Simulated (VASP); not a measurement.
A run of VASP 6.6.1:

The input POSCAR.step1:

```
TiO2
1.0
    1.4562875957      0.8407880354      6.7901720682
   -1.4562875957      0.8407880354      6.7901720682
    0.0000000000     -1.6815760708      6.7901720682
Ti O
1 2
Direct
    0.0000000000      0.0000000000      0.0000000000
    0.3795330000      0.3795330000      0.3795330000
    0.6204670000      0.6204670000      0.6204670000
```

The input POSCAR.step2:

```
TiO2
1.0
    1.4770945154      0.8528009160      6.8871876337
   -1.4770945154      0.8528009160      6.8871876337
    0.0000000000     -1.7056018321      6.8871876337
Ti O
1 2
Direct
    0.0000000000      0.0000000000      0.0000000000
    0.3795330000      0.3795330000      0.3795330000
    0.6204670000      0.6204670000      0.6204670000
```

The input POSCAR.step3:

```
TiO2
1.0
    1.4973312015      0.8644845722      6.9815443949
   -1.4973312015      0.8644845722      6.9815443949
    0.0000000000     -1.7289691445      6.9815443949
Ti O
1 2
Direct
    0.0000000000      0.0000000000      0.0000000000
    0.3795330000      0.3795330000      0.3795330000
    0.6204670000      0.6204670000      0.6204670000
```

Contents of POSCAR.step4:

```
TiO2
1.0
    1.5170351874      0.8758606738      7.0734173569
   -1.5170351874      0.8758606738      7.0734173569
    0.0000000000     -1.7517213477      7.0734173569
Ti O
1 2
Direct
    0.0000000000      0.0000000000      0.0000000000
    0.3795330000      0.3795330000      0.3795330000
    0.6204670000      0.6204670000      0.6204670000
```

The input POSCAR.step5:

```
TiO2
1.0
    1.5362402033      0.8869486948      7.1629637916
   -1.5362402033      0.8869486948      7.1629637916
    0.0000000000     -1.7738973898      7.1629637916
Ti O
1 2
Direct
    0.0000000000      0.0000000000      0.0000000000
    0.3795330000      0.3795330000      0.3795330000
    0.6204670000      0.6204670000      0.6204670000
```

Contents of INCAR:

```
ALGO = Normal ; EDIFF = 1E-6
EFERMI = MIDGAP ; ENCUT = 520
GGA = PE ; GGA_COMPAT = F
ISIF = 2 ; ISMEAR = 0
KPAR = 8 ; LASPH = T
LCHARG = F ; LREAL = F
LWAVE = F ; NELM = 120
NSW = 0 ; PREC = Accurate
SIGMA = 0.03
```

The input KPOINTS:

```
Automatic mesh
0
Gamma
  9 9 9
  0 0 0
```

Potentials or basis: VASP PAW PBE potentials, release 64 (Ti_sv, O).

Launch:

```bash
$ cat potpaw_PBE.64/Ti_sv/POTCAR potpaw_PBE.64/O/POTCAR > POTCAR
$ cp POSCAR.step1 POSCAR
$ mpirun -np 8 vasp_std > vasp.out
$ cp POSCAR.step2 POSCAR
$ mpirun -np 8 vasp_std > vasp.out
$ cp POSCAR.step3 POSCAR
$ mpirun -np 8 vasp_std > vasp.out
$ cp POSCAR.step4 POSCAR
$ mpirun -np 8 vasp_std > vasp.out
$ cp POSCAR.step5 POSCAR
$ mpirun -np 8 vasp_std > vasp.out
```

Hardware: 8 MPI ranks on Intel(R) Xeon(R) 6975P-C (Granite Rapids) (shared host).

**Question.** How long does it take, and how much memory?

**Answer.** It took 5.2 min on 8 MPI ranks on Intel(R) Xeon(R) 6975P-C (Granite Rapids), with other jobs on the host, peak memory 0.45 GiB a rank. Counts: k points 85.
